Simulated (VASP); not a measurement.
Wanted: the native input for a VASP 6.6.1 run.

```
Task                   : single point
Functional             : PBEsol
Potentials or basis    : VASP PAW PBE potentials, release 64 (Cd, Te)
Cutoff                 : 520 eV
k mesh                 : 13 × 13 × 13
Occupations            : fermi-dirac, width 0.05 eV
Spin                   : no spin polarisation
Dipole correction      : no
Further INCAR settings : ALGO = Normal; EDIFF = 1e-07; NBANDS = 16
```

The structure of CdTe (rocksalt type) lies in POSCAR:

```
CdTe
1.0
    0.0000000000      2.4573777546      2.4573777546
    2.4573777546      0.0000000000      2.4573777546
    2.4573777546      2.4573777546      0.0000000000
Cd Te
1 1
Direct
    0.0000000000      0.0000000000      0.0000000000
    0.5000000000      0.5000000000      0.5000000000
```

This cell differs from its parent crystal: volume scaled by 0.55.

The input as run:

INCAR

```
SYSTEM = CdTe
ALGO = Normal ; EDIFF = 1E-7
ENCUT = 520 ; GGA = PS
ISIF = 2 ; ISMEAR = -1
LASPH = .True. ; LCHARG = .False.
LREAL = .False. ; LWAVE = .False.
NBANDS = 16 ; NELM = 100
PREC = Accurate ; SIGMA = 0.05
```

KPOINTS

```
k-points
0
Gamma
  13 13 13
  0 0 0
```

Potentials or basis: VASP PAW PBE potentials, release 64 (Cd, Te).

Run with:

```console
$ cat potpaw_PBE.64/Cd/POTCAR potpaw_PBE.64/Te/POTCAR > POTCAR
$ mpirun -np 1 vasp_std > vasp.out
```

Results of the run:

```
Pressure               : 148.4 GPa
Band gap on the k mesh : zero (band 9 reaches 14.01 eV, above the bottom of band 10 at 11.91 eV)
```

Caveat: the PAW data sets were made with another functional, which shifts forces and pressure a little; spin-orbit coupling is left out, which moves the levels of the heavy elements.

Wall time 30 s on 1 thread of Intel(R) Xeon(R) Platinum 8488C (Sapphire Rapids) (shared host), peak memory 0.18 GiB.
